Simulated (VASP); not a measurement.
## Al: single point with PBEsol+D3(BJ)

Al:

```
CELL_PARAMETERS angstrom
2.82708 0.00000 0.00000
-1.41354 2.44832 0.00000
0.00000 0.00000 9.18599
ATOMIC_POSITIONS crystal
Al 0.00000 0.00000 0.00000
Al 0.33333 0.66667 0.25000
Al 0.00000 0.00000 0.50000
Al 0.66667 0.33333 0.75000
```

```
Program                : VASP 6.6.1
Task                   : single point
Functional             : PBEsol
Dispersion             : D3(BJ)
Potentials or basis    : VASP PAW PBE potentials, release 64 (Al)
Cutoff                 : 500 eV
k mesh                 : 6 × 6 × 2
Occupations            : gaussian, width 0.1 eV
Spin                   : no spin polarisation
Dipole correction      : no
Further INCAR settings : ALGO = Normal; EDIFF = 1e-06; NBANDS = 14
```

```
Pressure                   : -1.4 GPa
Band gap on the k mesh     : zero (band 6 reaches 12.31 eV, above the bottom of band 7 at 6.98 eV)
Dispersion energy per atom : -0.330 eV
```

Stress tensor (GPa, compression positive):
```
-2.44  0.00  0.00
 0.00 -2.44  0.00
 0.00  0.00  0.69
```

Levels at points of the mesh, in eV from the Fermi level:
```
           k point  band 2  band 3  band 4  band 5  band 6  band 7  band 8  band 9  band 10  band 11
(0.00, 0.00, 0.00)   -9.56   -9.56   -4.61   -4.29    3.69    3.71   10.95   10.95    11.11    11.11
(0.50, 0.00, 0.00)   -5.23   -3.94   -3.88   -3.29   -3.21    0.92    1.36    1.51     1.83     5.79
(0.00, 0.00, 0.50)  -10.86   -7.41   -7.41   -0.72   -0.72    8.68    8.68   11.28    11.28    11.28
(0.50, 0.00, 0.50)   -4.90   -4.82   -4.82   -1.79   -1.79   -1.12   -1.12    4.83     4.83     4.90
```

It took 13 s on 1 thread of Intel(R) Xeon(R) Platinum 8375C CPU @ 2.90GHz (Ice Lake) (shared host), peak memory 0.19 GiB.

Caveat: the k points lie up to 0.43 Å⁻¹ apart; the PAW data sets were made with another functional, which shifts forces and pressure a little; pairwise dispersion overbinds metals, which lowers pressure and volume.
